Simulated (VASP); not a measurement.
# AlZnC2N2 (P-1) in VASP: single point with PBE

Aim: the single point of AlZnC2N2 with PBE.

Everything below comes from runs of VASP 6.6.1. Logs are shortened: lines on timing, memory, paths and dates and some standing lists are left out, and cuts for length are marked.

## Step 1: The cell of the first run

The typed cell holds 6 atoms: a = 4.331 Å, b = 4.626 Å, c = 9.159 Å, α = 84.39°, β = 80.64°, γ = 64.19°.

## Step 2: Single point, PBE, collinear spin, ferromagnetic start

INCAR reads:

```
SYSTEM = AlZnC2N2
PREC = Accurate
ENCUT = 520
EDIFF = 1E-6
ISMEAR = 0
SIGMA = 0.1
LREAL = .FALSE.
LASPH = .TRUE.
NELM = 150
ALGO = Normal
ISIF = 2
LWAVE = .FALSE.
LCHARG = .FALSE.
ISPIN = 2
MAGMOM = 0 0 1 1 1 1
LORBIT = 11
GGA = PE
NBANDS = 30
```

KPOINTS reads:

```
Automatic mesh
0
G
  4 4 2
  0 0 0
```

POSCAR reads:

```
AlZnC2N2
1.0
    4.3307193700      0.0000000000      0.0000000000
    2.0143731900      4.1646541500      0.0000000000
    1.4889181400      0.2740941500      9.0334200200
Al Zn C N
1 1 2 2
Direct
    0.5000000000      0.5000000000      0.5000000000
    0.0000000000      0.0000000000      0.0000000000
    0.1898207700      0.8101792300      0.8101792300
    0.8101792300      0.1898207700      0.1898207700
    0.3056738300      0.6943261700      0.6943261700
    0.6943261700      0.3056738300      0.3056738300
```

Potentials or basis: VASP PAW PBE potentials, release 64 (Al, Zn, C, N).

On the command line:

```console
cat potpaw_PBE.64/Al/POTCAR potpaw_PBE.64/Zn/POTCAR potpaw_PBE.64/C/POTCAR potpaw_PBE.64/N/POTCAR > POTCAR
mpirun -np 1 vasp_std > vasp.out
```

OUTCAR:

```text
SYSTEM = AlZnC2N2
   PREC = Accurate
   ENCUT = 520
   EDIFF = 1E-6
   ISMEAR = 0
   LREAL = .FALSE.
   LASPH = .TRUE.
   NELM = 150
   ISIF = 2
   ISPIN = 2
   LORBIT = 11
   GGA = PE

 ion  position               nearest neighbor table
   1  0.500  0.500  0.500-   5 1.96   6 1.96
   2  0.000  0.000  0.000-   3 1.92   4 1.92
   3  0.190  0.810  0.810-   5 1.17   2 1.92
   4  0.810  0.190  0.190-   6 1.17   2 1.92
   5  0.306  0.694  0.694-   3 1.17   1 1.96
   6  0.694  0.306  0.306-   4 1.17   1 1.96

  Warning from LATTYP: Got some problem with cell dimensions!
  Tried to take original basis but could not verify dimensions!
  LATTYP: Found a triclinic cell.
 ALAT       =     4.3307193700
 B/A-ratio  =     2.9474399860
 C/A-ratio  =     1.0682369086
 COS(alpha) =     0.0031509757
 COS(beta)  =     0.4354239478
 COS(gamma) =     0.6373897216

  Lattice vectors:

 A1 = (  -4.3307193700,   0.0000000000,   0.0000000000)
 A2 = (  -8.1359836900,   3.8905600000,  -9.0334200200)
 A3 = (  -2.0143731900,  -4.1646541500,   0.0000000000)

Analysis of symmetry for initial positions (statically):
=====================================================================
 Subroutine PRICEL returns:
 Original cell was already a primitive cell.

 Routine SETGRP: Setting up the symmetry group for a
 triclinic supercell.

 Subroutine GETGRP returns: Found  2 space group operations
 (whereof  2 operations were pure point group operations)
 out of a pool of  2 trial point group operations.

The static configuration has the point symmetry S_2 .

Analysis of symmetry for dynamics (positions and initial velocities):
=====================================================================
 Subroutine PRICEL returns:
 Original cell was already a primitive cell.

 Routine SETGRP: Setting up the symmetry group for a
 triclinic supercell.

 Subroutine GETGRP returns: Found  2 space group operations
 (whereof  2 operations were pure point group operations)
 out of a pool of  2 trial point group operations.

The dynamic configuration has the point symmetry S_2 .

Analysis of structural, dynamic, and magnetic symmetry:
=====================================================================
 Subroutine PRICEL returns:
 Original cell was already a primitive cell.

 Routine SETGRP: Setting up the symmetry group for a
 triclinic supercell.

 Subroutine GETGRP returns: Found  2 space group operations
 (whereof  2 operations were pure point group operations)
 out of a pool of  2 trial point group operations.

The overall configuration has the point symmetry S_2 .

 Subroutine INISYM returns: Found  2 space group operations
 (whereof  2 operations are pure point group operations),
 and found     1 'primitive' translations

----------------------------------------------------------------------------------------

                                     Primitive cell

  volume of cell :     162.9263

  direct lattice vectors                    reciprocal lattice vectors
     4.330719370  0.000000000  0.000000000     0.230908520 -0.111686569 -0.034670285
     2.014373190  4.164654150  0.000000000     0.000000000  0.240115977 -0.007285655
     1.488918140  0.274094150  9.033420020     0.000000000  0.000000000  0.110700045

  length of vectors
     4.330719370  4.626234272  9.159404025     0.258833272  0.240226483  0.110700045

  position of ions in fractional coordinates (direct lattice)
     0.500000000  0.500000000  0.500000000
     0.000000000  0.000000000  0.000000000
     0.189820770  0.810179230  0.810179230
     0.810179230  0.189820770  0.189820770
     0.305673830  0.694326170  0.694326170
     0.694326170  0.305673830  0.305673830

  ion indices of the primitive-cell ions
   primitive index   ion index
[... 28 lines left out ...]
 Subroutine IBZKPT returns following result:
 ===========================================

 Found     20 irreducible k-points:

 Following reciprocal coordinates:
            Coordinates               Weight
  0.000000  0.000000  0.000000      1.000000
  0.250000 -0.000000  0.000000      2.000000
  0.500000 -0.000000  0.000000      1.000000
  0.000000  0.250000  0.000000      2.000000
  0.250000  0.250000  0.000000      2.000000
  0.500000  0.250000  0.000000      2.000000
[... 12 lines left out ...]
  0.250000  0.500000  0.500000      2.000000
  0.500000  0.500000  0.500000      1.000000
   k-points           NKPTS =     20   k-points in BZ     NKDIM =     20   number of bands    NBANDS=     30
   number of dos      NEDOS =    301   number of ions     NIONS =      6
   total plane-waves  NPLWV =  80640
   dimension x,y,z NGX =    32 NGY =   36 NGZ =   70
   dimension x,y,z NGXF=    64 NGYF=   72 NGZF=  140
   ions per type =               1   1   2   2
   NGX,Y,Z   is equivalent  to a cutoff of  12.28, 12.94, 12.71 a.u.
   NGXF,Y,Z  is equivalent  to a cutoff of  24.57, 25.87, 25.41 a.u.
 SYSTEM =  AlZnC2N2
   PREC   = accura    normal or accurate (medium, high low for compatibility)
   ISTART =      0    job   : 0-new  1-cont  2-samecut
   ICHARG =      2    charge: 1-file 2-atom 10-const
   ISPIN  =      2    spin polarized calculation?
   LNONCOLLINEAR =      F non collinear calculations
   LSORBIT =      F    spin-orbit coupling
   LASPH  =      T    aspherical Exc in radial PAW
   ENCUT  =  520.0 eV  38.22 Ry    6.18 a.u.   8.05  8.60 17.03*2*pi/ulx,y,z
   NELM   =    150;   NELMIN=  2; NELMDL= -5     # of ELM steps
   EDIFF  = 0.1E-05   stopping-criterion for ELM
   LREAL  =      F    real-space projection
   EDIFFG = 0.1E-04   stopping-criterion for IOM
   NSW    =      0    number of steps for IOM
   IBRION =     -1    ionic relax: 0-MD 1-quasi-New 2-CG
   NFREE  =      0    steps in history (QN), initial steepest desc. (CG)
   ISIF   =      2    stress and relaxation
   ISYM   =      2    0-nonsym 1-usesym 2-fastsym
   POTIM  = 0.5000    time-step for ionic-motion
   TEBEG  =    0.0;   TEEND  =   0.0 temperature during run
   PSTRESS=    0.0 pullay stress
   NELECT =      33.0000    total number of electrons
   NUPDOWN=      -1.0000    fix difference up-down
   EMIN   =  10.00;   EMAX   =-10.00  energy-range for DOS
   EFERMI =   0.00;   METHOD = LEGACY
   ISMEAR =     0;   SIGMA  =   0.10  broadening in eV -4-tet -1-fermi 0-gaus
   EFERMI_NEDOS =   21; number of points for ismear=-14 and -15
   IALGO  =     38    algorithm
   IMIX   =      4    mixing-type and parameters
     AMIX     =   0.40;   BMIX     =  1.00
     AMIX_MAG =   1.60;   BMIX_MAG =  1.00
  volume/ion in A,a.u.               =      27.15       183.25
  Fermi-wavevector in a.u.,A,eV,Ry     =   0.961426  1.816831 12.576402  0.924339
  Thomas-Fermi vector in A             =   2.090797
   LORBIT       =     11    0 simple, 1 ext, 2 COOP (PROOUT), +10 PAW based schemes
   GGA     = PE    functional components
   LHFCALC =     F    Hartree Fock is set to
   AEXX    =    0.0000 exact exchange contribution
   IVDW    =     0    specifies the selected vdW correction
   LEPSILON=     F    determine dielectric tensor
   LRPA    =     F    only Hartree local field effects (RPA)
 spin polarized calculation
 Gauss-broadening in eV      SIGMA  =   0.10
  energy-cutoff  :      520.00
  volume of cell :      162.93
 maximum number of plane-waves:      4420
   NGX = 17   NGY = 17   NGZ = 35

 number of electron      32.9999994 magnetization       0.5378499

 Free energy of the ion-electron system (eV)
  ---------------------------------------------------
  ext. energy  EPLUGINS =         0.00000000
  ---------------------------------------------------
  free energy    TOTEN  =       -34.50197987 eV

  energy without entropy =      -34.48027991  energy(sigma->0) =      -34.49112989

 E-fermi :   0.4194     XC(G=0):  -6.6804

 val. band max:        0.4107416046   @ k =   0.5000   0.5000   0.5000
 cond. band min:       0.4220020876   @ k =   0.5000  -0.0000   0.0000
 fundamental gap:      0.0112604830
 Fermi energy:         0.4194162478

 spin component 1

 k-point     1 :       0.0000    0.0000    0.0000
  band No.  band energies     occupation
      1     -19.4549      1.00000
      2     -19.4270      1.00000
      3     -10.6656      1.00000
      4      -9.0618      1.00000
      5      -9.0160      1.00000
      6      -8.6239      1.00000
[... 609 lines left out ...]
     27       5.8880      0.00000
     28       7.2182      0.00000
 Fermi energy:         0.4194162478

 spin component 2

 k-point     1 :       0.0000    0.0000    0.0000
  band No.  band energies     occupation
      1     -19.4122      1.00000
      2     -19.3850      1.00000
      3     -10.6199      1.00000
      4      -8.9716      1.00000
      5      -8.9192      1.00000
      6      -8.6092      1.00000
[... 609 lines left out ...]
     27       6.0202      0.00000
     28       7.3107      0.00000
 [bands above 28 left out]

------------------------ aborting loop because EDIFF is reached ----------------------------------------

  FORCE on cell =-STRESS in cart. coord.  units (eV):
  Direction    XX          YY          ZZ          XY          YZ          ZX
  --------------------------------------------------------------------------------------
  -------------------------------------------------------------------------------------
  Total       -3.4692030     -1.0176769      3.2165912     -0.2260472      0.5317908     -0.0974527
  in kB      -34.1152931    -10.0075854     31.6311704     -2.2228924      5.2295001     -0.9583264
  external PRESSURE =      -4.1639027 kB  Pullay stress =       0.0000000 kB

 VOLUME and BASIS-vectors are now :
 -----------------------------------------------------------------------------
  energy-cutoff  :      520.00
  volume of cell :      162.93
      direct lattice vectors                 reciprocal lattice vectors
     4.330719370  0.000000000  0.000000000     0.230908520 -0.111686569 -0.034670285
     2.014373190  4.164654150  0.000000000     0.000000000  0.240115977 -0.007285655
     1.488918140  0.274094150  9.033420020     0.000000000  0.000000000  0.110700045

 POSITION                                       TOTAL-FORCE (eV/Angst)
 -----------------------------------------------------------------------------------
      3.91701      2.21937      4.51671        -0.000000      0.000000      0.000000
      0.00000      0.00000      0.00000        -0.000000      0.000000      0.000000
      3.66035      3.59618      7.31869        -0.182844      0.985444      2.310842
      4.17366      0.84257      1.71473         0.182844     -0.985444     -2.310842
      3.75621      3.08194      6.27214         0.092635     -0.419467     -0.879572
      4.07780      1.35681      2.76128        -0.092635      0.419467      0.879572
 -----------------------------------------------------------------------------------
    total drift:                                0.000000     -0.000000      0.000000

  FREE ENERGIE OF THE ION-ELECTRON SYSTEM (eV)
  ---------------------------------------------------
  free  energy   TOTEN  =       -34.5019798723 eV

  energy  without entropy=      -34.4802799077  energy(sigma->0) =      -34.49112989

 total charge

# of ion       s       p       d       tot
------------------------------------------
    1        0.475   0.212   0.000   0.687
    2        0.579   0.482   9.733  10.795
    3        0.936   1.644   0.000   2.580
    4        0.936   1.644   0.000   2.580
    5        1.318   2.595   0.000   3.913
    6        1.318   2.595   0.000   3.913
--------------------------------------------------
tot          5.562   9.172   9.733  24.468

 magnetization (x)

# of ion       s       p       d       tot
------------------------------------------
    1        0.069   0.014   0.000   0.083
    2        0.003   0.019  -0.001   0.022
    3        0.001   0.010   0.000   0.011
    4        0.001   0.010   0.000   0.011
    5        0.011   0.031   0.000   0.042
    6        0.011   0.031   0.000   0.042
--------------------------------------------------
tot          0.098   0.114  -0.001   0.211
```

It took 13 min on 1 thread of AMD EPYC, shared host; peak memory 0.38 GiB.

What came out:

| Item | Value |
| --- | --- |
| Free energy | -34.5020 eV |
| Pressure | -0.4 GPa |
| Largest force | 2.519 eV/Å |
| Net moment | 0.54 μB per cell |
| Site moments | Al +0.08; Zn +0.02; C +0.01; N +0.04 μB |
| Valence electrons inside the program's atomic spheres | Al 0.69; Zn 10.79; C 2.58; N 3.91 |

Forces on the atoms (eV/Å):
```
Al   0.000  0.000  0.000
Zn   0.000  0.000  0.000
C   -0.183  0.985  2.311
C    0.183 -0.985 -2.311
N    0.093 -0.419 -0.880
N   -0.093  0.419  0.880
```

Stress tensor (GPa, compression positive):
```
-3.41 -0.22 -0.10
-0.22 -1.00  0.52
-0.10  0.52  3.16
```

Levels at points of the mesh, in eV from the Fermi level:
Spin up:
| k point | band 15 | band 16 | band 17 | band 18 | band 19 | band 20 |
| --- | --- | --- | --- | --- | --- | --- |
| (0.00, 0.00, 0.00) | -5.65 | -1.39 | 0.13 | 0.92 | 1.31 | 1.92 |
| (0.50, 0.00, 0.00) | -5.80 | -0.43 | -0.19 | -0.16 | 0.74 | 0.92 |
| (0.00, 0.50, 0.00) | -5.74 | -0.66 | -0.23 | -0.02 | 1.13 | 1.49 |
| (0.50, 0.50, 0.00) | -5.82 | -0.96 | -0.14 | 0.02 | 0.80 | 1.64 |
| (0.00, 0.00, 0.50) | -5.68 | -1.28 | 0.63 | 0.67 | 1.29 | 1.51 |
| (0.50, 0.00, 0.50) | -5.78 | -0.93 | -0.30 | 0.25 | 0.84 | 1.61 |
| (0.00, 0.50, 0.50) | -5.69 | -0.79 | -0.75 | 0.71 | 1.01 | 1.63 |
| (0.50, 0.50, 0.50) | -5.83 | -0.45 | -0.19 | -0.03 | 0.56 | 0.67 |
Spin down:
```
           k point  band 12  band 13  band 14  band 15  band 16  band 17  band 18  band 19  band 20  band 21
(0.00, 0.00, 0.00)    -5.81    -5.77    -5.72    -5.61    -1.06     0.32     1.00     1.41     2.00     2.34
(0.50, 0.00, 0.00)    -6.12    -6.00    -5.86    -5.75    -0.35     0.00     0.24     0.84     1.19     2.39
(0.00, 0.50, 0.00)    -6.10    -5.98    -5.80    -5.70    -0.32    -0.10     0.32     1.18     1.62     1.84
(0.50, 0.50, 0.00)    -6.22    -5.90    -5.89    -5.76    -0.86     0.22     0.28     0.98     1.71     2.13
(0.00, 0.00, 0.50)    -5.82    -5.75    -5.69    -5.64    -0.95     0.78     0.88     1.33     1.60     1.72
(0.50, 0.00, 0.50)    -6.22    -5.89    -5.88    -5.72    -0.82     0.13     0.43     1.01     1.66     2.27
(0.00, 0.50, 0.50)    -6.22    -5.86    -5.85    -5.65    -0.58    -0.41     0.81     1.32     1.70     2.45
(0.50, 0.50, 0.50)    -6.13    -6.01    -5.88    -5.76    -0.39    -0.01     0.39     0.68     0.97     2.63
```

Caveat: the k points lie up to 0.41 Å⁻¹ apart; a moment this small can come from the mesh or the smearing; forces of over 1 eV/Å act on the atoms, so gaps and moduli don't describe the material at rest.
